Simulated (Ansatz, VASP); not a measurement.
## One calculation of BaS, two programs

```
CELL_PARAMETERS angstrom
0.00000 3.19375 3.22569
3.19375 0.00000 3.22569
3.19375 3.19375 0.00000
ATOMIC_POSITIONS crystal
Ba 0.00000 0.00000 0.00000
S 0.50000 0.50000 0.50000
```

Change from the starting cell: zz strain of +1 %.

Alike in both runs: task single point; functional PBEsol; k mesh 8 × 8 × 8; occupations fermi-dirac, width 0.02 eV; no spin polarisation.

```csv
,VASP,Ansatz
version,VASP 6.6.1,Ansatz 0.2.0
potentials or method,"VASP PAW PBE potentials, release 64 (Ba_sv, S), cutoff 520 eV","all-electron LAPW, scalar-relativistic"
```

|  | VASP | Ansatz | Ansatz less VASP |
| --- | --- | --- | --- |
| gap on the k mesh at the Fermi level (eV) | 1.99 | 2.09 | +0.098 |
| pressure (GPa) | -0.9 | -1.5 | -0.60 |
| traceless stress, the component that is largest in VASP (GPa) | -0.51 | -0.46 | +0.050 |

VASP's potentials were made for PBE, not for PBEsol. Ansatz ran all-electron here, and VASP with PAW potentials.

Neither program's run includes spin-orbit coupling.
